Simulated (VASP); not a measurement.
# WC (P3m1) in VASP: a series of runs, part 2 of 2

VASP 6.6.1. Earlier steps stand in the parts before.

## 3. Single point, PBE (all W atoms moved +0.225 Å, as atom 1 along Cartesian [0 0 1])

The input, INCAR:

```
SYSTEM = WC
ALGO = Normal
EDIFF = 1E-6
ENCUT = 520
GGA = PE
ISIF = 2
ISMEAR = 0
LASPH = .True.
LCHARG = .False.
LREAL = .False.
LWAVE = .False.
NBANDS = 16
NELM = 60
PREC = Accurate
SIGMA = 0.15
```

The input, KPOINTS:

```
k-points
0
Gamma
  18 18 16
  0 0 0
```

The input, POSCAR:

```
WC
1.0
    2.9005014360      0.0000000000      0.0000000000
   -1.4502507180      2.5119079273      0.0000000000
    0.0000000000      0.0000000000      2.8290000000
W C
1 1
Direct
    0.0000000000      0.0000000000      0.0795334040
    0.6666666667      0.3333333333      0.5000000000
```

Potentials or basis: VASP PAW PBE potentials, release 64 (W_sv, C).

Command:

```
$ cat potpaw_PBE.64/W_sv/POTCAR potpaw_PBE.64/C/POTCAR > POTCAR
$ mpirun -np 1 vasp_std > vasp.out
```

OUTCAR:

```text
SYSTEM = WC
   EDIFF = 1E-6
   ENCUT = 520
   GGA = PE
   ISIF = 2
   ISMEAR = 0
   LASPH = .True.
   LREAL = .False.
   NELM = 60
   PREC = Accurate

 ion  position               nearest neighbor table
   1  0.000  0.000  0.080-   2 2.05   2 2.05   2 2.05   2 2.34   2 2.34   2 2.34
   2  0.667  0.333  0.500-   1 2.05   1 2.05   1 2.05   1 2.34   1 2.34   1 2.34

  LATTYP: Found a hexagonal cell.
 ALAT       =     2.9005014360
 C/A-ratio  =     0.9753485949

  Lattice vectors:

 A1 = (   2.9005014360,   0.0000000000,   0.0000000000)
 A2 = (  -1.4502507180,   2.5119079273,   0.0000000000)
 A3 = (   0.0000000000,   0.0000000000,   2.8290000000)

Analysis of symmetry for initial positions (statically):
=====================================================================
 Subroutine PRICEL returns:
 Original cell was already a primitive cell.

 Routine SETGRP: Setting up the symmetry group for a
 hexagonal supercell.

 Subroutine GETGRP returns: Found  6 space group operations
 (whereof  6 operations were pure point group operations)
 out of a pool of 24 trial point group operations.

The static configuration has the point symmetry C_3v.

Analysis of symmetry for dynamics (positions and initial velocities):
=====================================================================
 Subroutine PRICEL returns:
 Original cell was already a primitive cell.

 Routine SETGRP: Setting up the symmetry group for a
 hexagonal supercell.

 Subroutine GETGRP returns: Found  6 space group operations
 (whereof  6 operations were pure point group operations)
 out of a pool of 24 trial point group operations.

The dynamic configuration has the point symmetry C_3v.

 Subroutine INISYM returns: Found  6 space group operations
 (whereof  6 operations are pure point group operations),
 and found     1 'primitive' translations

----------------------------------------------------------------------------------------

                                     Primitive cell

[... 105 lines left out ...]
   ISMEAR =     0;   SIGMA  =   0.15  broadening in eV -4-tet -1-fermi 0-gaus
   EFERMI_NEDOS =   21; number of points for ismear=-14 and -15
   IALGO  =     38    algorithm
   IMIX   =      4    mixing-type and parameters
     AMIX     =   0.40;   BMIX     =  1.00
     AMIX_MAG =   1.60;   BMIX_MAG =  1.00
  volume/ion in A,a.u.               =      10.31        69.55
  Fermi-wavevector in a.u.,A,eV,Ry     =   1.564813  2.957068 33.315762  2.448639
  Thomas-Fermi vector in A             =   2.667381
   LORBIT       =      0    0 simple, 1 ext, 2 COOP (PROOUT), +10 PAW based schemes
   GGA     = PE    functional components
   LHFCALC =     F    Hartree Fock is set to
   AEXX    =    0.0000 exact exchange contribution
   IVDW    =     0    specifies the selected vdW correction
   LEPSILON=     F    determine dielectric tensor
   LRPA    =     F    only Hartree local field effects (RPA)
 non-spin polarized calculation
 Gauss-broadening in eV      SIGMA  =   0.15
  energy-cutoff  :      520.00
  volume of cell :       20.61
 maximum number of plane-waves:       580
 NGX is ok and might be reduce to    24
   NGX = 11   NGY = 11   NGZ = 11

 number of electron      18.0000000 magnetization

 Free energy of the ion-electron system (eV)
  ---------------------------------------------------
  ext. energy  EPLUGINS =         0.00000000
  ---------------------------------------------------
  free energy    TOTEN  =       -22.04443075 eV

  energy without entropy =      -22.04091077  energy(sigma->0) =      -22.04267076

 E-fermi :  11.3036     XC(G=0): -13.8055

 val. band max:       11.3004946115   @ k =  -0.0556   0.1667   0.4375
 cond. band min:      11.3043371554   @ k =   0.5000   0.0000   0.3750
 fundamental gap:      0.0038425439
 Fermi energy:        11.3036475419

 k-point     1 :       0.0000    0.0000    0.0000
  band No.  band energies     occupation
      1     -62.7186      2.00000
      2     -26.7145      2.00000
      3     -26.6372      2.00000
      4     -26.6372      2.00000
      5      -3.3067      2.00000
      6       6.2776      2.00000
[... 433 lines left out ...]
      3     -26.8950      2.00000
      4     -26.5993      2.00000
      5      -0.0135      2.00000
      6       4.2770      2.00000
[... 8 lines left out ...]
     15      25.3065      0.00000
     16      27.9334      0.00000

 [... further k-points ...]
[... 5 lines left out ...]
  --------------------------------------------------------------------------------------
  -------------------------------------------------------------------------------------
  Total        2.5921981      2.5921981      3.0114218      0.0000000      0.0000000      0.0000000
  in kB      201.4972049    201.4972049    234.0843751      0.0000000      0.0000000      0.0000000
  external PRESSURE =     212.3595950 kB  Pullay stress =       0.0000000 kB

 VOLUME and BASIS-vectors are now :
 -----------------------------------------------------------------------------
  energy-cutoff  :      520.00
  volume of cell :       20.61
      direct lattice vectors                 reciprocal lattice vectors
     2.900501436  0.000000000  0.000000000     0.344767973  0.199051882  0.000000000
    -1.450250718  2.511907927  0.000000000     0.000000000  0.398103764  0.000000000
     0.000000000  0.000000000  2.829000000     0.000000000  0.000000000  0.353481796

 POSITION                                       TOTAL-FORCE (eV/Angst)
 -----------------------------------------------------------------------------------
      0.00000      0.00000      0.22500        -0.000000      0.000000     -3.647679
      1.45025      0.83730      1.41450         0.000000     -0.000000      3.647679
 -----------------------------------------------------------------------------------
    total drift:                               -0.000000      0.000000      0.000611

  FREE ENERGIE OF THE ION-ELECTRON SYSTEM (eV)
  ---------------------------------------------------
  free  energy   TOTEN  =       -22.0444307543 eV

  energy  without entropy=      -22.0409107690  energy(sigma->0) =      -22.04267076
```

OSZICAR:

```text
N       E                     dE             d eps       ncg     rms          rms(c)
DAV:   1     0.112729438060E+03    0.11273E+03   -0.95024E+03 16720   0.125E+03
DAV:   2    -0.218671451872E+02   -0.13460E+03   -0.12997E+03 19640   0.345E+02
DAV:   3    -0.251200140077E+02   -0.32529E+01   -0.32420E+01 18800   0.513E+01
DAV:   4    -0.251371488286E+02   -0.17135E-01   -0.17134E-01 21176   0.417E+00
DAV:   5    -0.251372834673E+02   -0.13464E-03   -0.13464E-03 18816   0.344E-01    0.345E+01
DAV:   6    -0.221279961060E+02    0.30093E+01   -0.56764E+00 19744   0.261E+01    0.956E+00
DAV:   7    -0.220715185722E+02    0.56478E-01   -0.42372E-01 16896   0.522E+00    0.671E+00
DAV:   8    -0.220456601737E+02    0.25858E-01   -0.55247E-02 18832   0.204E+00    0.828E-01
DAV:   9    -0.220444816273E+02    0.11785E-02   -0.31444E-03 18312   0.423E-01    0.127E-01
DAV:  10    -0.220444322371E+02    0.49390E-04   -0.34130E-04 19848   0.203E-01    0.446E-02
DAV:  11    -0.220444309920E+02    0.12451E-05   -0.13596E-05 19504   0.377E-02    0.111E-02
DAV:  12    -0.220444307543E+02    0.23770E-06   -0.18222E-06 15296   0.138E-02
   1 F= -.22044431E+02 E0= -.22042671E+02  d E =-.351999E-02
```

stdout:

```text
POSCAR found type information on POSCAR W C
 POSCAR found :  2 types and       2 ions
 scaLAPACK will be used
 LDA part: xc-table for (Slater+PW92), standard interpolation
 POSCAR, INCAR and KPOINTS ok, starting setup
 FFT: planning ... GRIDC
 FFT: planning ... GRID_SOFT
 FFT: planning ... GRID
 WAVECAR not read
 entering main loop
```

Run time: 41 s. Hardware: 1 thread of Intel Xeon 6975P-C (Granite Rapids), shared host; peak memory 0.28 GiB.

What came out:

| Property | Result |
| --- | --- |
| Free energy | -22.0444 eV |
| Pressure | 21.2 GPa |
| Largest force | 3.648 eV/Å |
| Band gap on the k mesh | zero (band 9 reaches 12.22 eV, above the bottom of band 10 at 10.85 eV) |

Forces on the atoms (eV/Å):
```
W    0.000  0.000 -3.648
C    0.000  0.000  3.648
```

Levels at points of the mesh, in eV from the Fermi level:
```
           k point  band 6  band 7  band 8  band 9  band 10  band 11  band 12  band 13
(0.00, 0.00, 0.00)   -5.03   -3.82   -3.82    0.87     2.89     2.89     6.25     6.25
(0.50, 0.00, 0.00)   -7.16   -4.12   -3.03   -1.19     2.84     4.52     4.59     5.47
(0.00, 0.00, 0.50)   -8.59   -2.78   -2.78   -0.45    -0.45     3.99     4.85     4.85
(0.50, 0.00, 0.50)   -6.89   -4.54   -4.10    0.24     4.24     5.26     6.37     9.00
```

Caveat: the cell differs from its parent crystal (all W atoms moved +0.225 Å, as atom 1 along Cartesian [0 0 1]); spin-orbit coupling is left out, which moves the levels of the heavy elements; forces of over 1 eV/Å act on the atoms, so gaps and moduli don't describe the material at rest.
